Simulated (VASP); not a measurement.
## Ir: single point with PBEsol

The system is Ir.

```xyz
1
Lattice="0.0000 1.8938 1.8938 1.8938 0.0000 1.8938 1.8938 1.8938 0.0000" Properties=species:S:1:pos:R:3 pbc="T T T"
Ir    0.0000    0.0000    0.0000
```

This cell differs from its parent crystal: volume scaled by 0.96.

```json
{
  "Program": "VASP 6.6.1",
  "Task": "single point",
  "Functional": "PBEsol",
  "Potentials or basis": "VASP PAW PBE potentials, release 64 (Ir)",
  "Cutoff": "520 eV",
  "k mesh": "18 × 18 × 18",
  "Occupations": "fermi-dirac, width 0.05 eV",
  "Spin": "no spin polarisation",
  "Dipole correction": "no",
  "Further INCAR settings": "ALGO = Normal; EDIFF = 1e-07; NBANDS = 10"
}
```

The pressure is 15.5 GPa.

Levels at points of the mesh, in eV from the Fermi level:
| k point | band 2 | band 3 | band 4 | band 5 | band 6 | band 7 |
| --- | --- | --- | --- | --- | --- | --- |
| (0.00, 0.00, 0.00) | -4.19 | -4.19 | -4.19 | -1.30 | -1.30 | 14.19 |
| (0.50, 0.00, 0.00) | -4.30 | -4.30 | -0.96 | 0.94 | 0.94 | 7.62 |
| (0.50, 0.50, 0.00) | -7.87 | 0.92 | 1.56 | 1.56 | 1.61 | 11.00 |

Run time: 24 s on 1 thread of Intel(R) Xeon(R) Platinum 8488C (Sapphire Rapids), on a shared host, peak memory 0.15 GiB.

Caveat: the PAW data sets were made with another functional, which shifts forces and pressure a little; spin-orbit coupling is left out, which moves the levels of the heavy elements.
